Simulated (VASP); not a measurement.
Write the native input for VASP 6.6.1 that does the following.

- Task: single point
- Functional: PBE
- Potentials or basis: VASP PAW PBE potentials, release 64 (Al, N)
- Cutoff: 520 eV
- k mesh: 10 × 10 × 10
- Occupations: fermi-dirac, width 0.02 eV
- Spin: no spin polarisation
- Dipole correction: no
- Further INCAR settings: ALGO = Normal; EDIFF = 1e-07; NBANDS = 11

The structure of AlN lies in POSCAR:

```
AlN
1.0
    0.0000000000      2.0167941628      2.0167941628
    2.0167941628      0.0000000000      2.0167941628
    2.0167941628      2.0167941628      0.0000000000
Al N
1 1
Direct
    0.0000000000      0.0000000000      0.0000000000
    0.5000000000      0.5000000000      0.5000000000
```

This cell differs from its parent crystal: volume scaled by 1.06.

The input as run:

INCAR

```
SYSTEM = AlN
PREC = Accurate ; ENCUT = 520
EDIFF = 1E-7 ; ISMEAR = -1
SIGMA = 0.02 ; LREAL = .False.
LASPH = .True. ; NELM = 60
ALGO = Normal ; ISIF = 2
LWAVE = .False. ; LCHARG = .False.
GGA = PE ; NBANDS = 11
```

KPOINTS

```
regular mesh
0
Gamma
  10 10 10
  0 0 0
```

Potentials or basis: VASP PAW PBE potentials, release 64 (Al, N).

Command:

```sh
$ cat potpaw_PBE.64/Al/POTCAR potpaw_PBE.64/N/POTCAR > POTCAR
$ mpirun -np 1 vasp_std > vasp.out
```

It gave:

| Quantity | Value |
| --- | --- |
| Pressure | 7.0 GPa |
| Band gap on the k mesh | 4.68 eV, indirect (least direct gap 5.78 eV) |

It took 11 s on 1 thread of AMD EPYC 9R45 (Zen 5) (shared host), peak memory 0.1 GiB.
